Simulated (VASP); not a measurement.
Here is a VASP 6.6.1 calculation.

The input INCAR:

```
PREC = Accurate
ENCUT = 600
EDIFF = 1E-7
ISMEAR = 0
SIGMA = 0.02
LREAL = False
LASPH = True
NELM = 80
ALGO = Normal
ISIF = 3
LWAVE = False
LCHARG = False
GGA = PE
IVDW = 12
IBRION = 2
NSW = 100
EDIFFG = -0.005
```

Contents of KPOINTS:

```
regular mesh
0
Gamma
  6 6 8
```

Contents of POSCAR:

```
SnO2
1.0
    4.7373500000      0.0000000000      0.0000000000
    0.0000000000      4.7373500000      0.0000000000
    0.0000000000      0.0000000000      3.1864000000
Sn O
2 4
Direct
    0.0000000000      0.0000000000      0.0000000000
    0.5000000000      0.5000000000      0.5000000000
    0.3056200000      0.3056200000      0.0000000000
    0.1943800000      0.8056200000      0.5000000000
    0.6943800000      0.6943800000      0.0000000000
    0.8056200000      0.1943800000      0.5000000000
```

Potentials or basis: VASP PAW PBE potentials, release 64 (Sn_d, O).

Run with:

```bash
$ cat potpaw_PBE.64/Sn_d/POTCAR potpaw_PBE.64/O/POTCAR > POTCAR
$ mpirun -np 1 vasp_std > vasp.out
```

Problem. What does it give for the space group after relaxing (to 0.05 Å)?

Solution. P4_2/mnm (No. 136).

Problem. What does it give for the relaxed volume?

Solution. 12.40 Å³/atom.

Problem. What does it give for the relaxed cell?

Solution. a = 4.796 Å, b = 4.796 Å, c = 3.234 Å, α = 90.00°, β = 90.00°, γ = 90.00°.

Final structure:
```
Sn O
1.0
     4.79640    0.00000    0.00000
     0.00000    4.79640    0.00000
     0.00000    0.00000    3.23399
Sn O
2 4
Direct
  0.00000 0.00000 0.00000
  0.50000 0.50000 0.50000
  0.30618 0.30618 0.00000
  0.19382 0.80618 0.50000
  0.69382 0.69382 0.00000
  0.80618 0.19382 0.50000
```

 Zero-point motion and thermal expansion aren't in these numbers.
